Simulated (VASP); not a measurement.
Wanted: the native input for a VASP 6.6.1 run.

```
Task                   : relaxation of cell and atoms
Functional             : PBE
Potentials or basis    : VASP PAW PBE potentials, release 64 (Si, B, W_sv)
Cutoff                 : 600 eV
k mesh                 : 6 × 6 × 4
Occupations            : gaussian, width 0.1 eV
Spin                   : no spin polarisation
Dipole correction      : no
Further INCAR settings : ALGO = Normal; EDIFF = 1e-06; IBRION = 2; EDIFFG = -0.04; NSW = 90; ISIF = 3
```

The structure of SiB3W lies in POSCAR:

```
SiB3W
1.0
    2.7352887400      0.0000000000      0.0000000000
   -1.3676443700      2.3688295400      0.0000000000
    0.0000000000      0.0000000000      5.5455486500
Si B W
1 3 1
Direct
    0.0000000000      0.0000000000      0.0000000000
    0.4544598600      0.0000000000      0.5000000000
    0.0000000000      0.4544598600      0.5000000000
    0.5455401400      0.5455401400      0.5000000000
    0.0000000000      0.0000000000      0.5000000000
```

The cell was built from a structure type or drawn by symmetry, and may not be a known phase.

These files were run (other wordings do the same):

INCAR

```
PREC = Accurate
ENCUT = 600
EDIFF = 1E-6
ISMEAR = 0
SIGMA = 0.1
LREAL = F
LASPH = T
NELM = 100
ALGO = Normal
ISIF = 3
LWAVE = F
LCHARG = F
GGA = PE
IBRION = 2
NSW = 90
EDIFFG = -0.04
```

KPOINTS

```
Automatic mesh
0
Gamma
  6 6 4
```

Potentials or basis: VASP PAW PBE potentials, release 64 (Si, B, W_sv).

Run with:

```console
$ cat potpaw_PBE.64/Si/POTCAR potpaw_PBE.64/B/POTCAR potpaw_PBE.64/W_sv/POTCAR > POTCAR
$ mpirun -np 1 vasp_std > vasp.out
```

Results of the run:

```json
{
  "Relaxed volume": "15.31 Å³/atom",
  "Relaxed cell": "a = 4.299 Å, b = 4.299 Å, c = 4.784 Å, α = 90.00°, β = 90.00°, γ = 120.00°",
  "Space group after relaxing (to 0.1 Å)": "P6/mmm (No. 191)",
  "Pressure after relaxing": "0.0 GPa",
  "Band gap on the k mesh": "zero (an odd number of electrons rules out a gap without spin polarisation)"
}
```

Caveat: the k points lie up to 0.33 Å⁻¹ apart in the final cell, too coarse for converged energies and pressures of a metal; the volume moved by over 15 % at a fixed basis, so the end points are rough; spin-orbit coupling is left out, which moves the levels of the heavy elements.

Wall time 6.7 min on 1 thread of Intel Xeon 8259CL (shared host), peak memory 0.19 GiB.
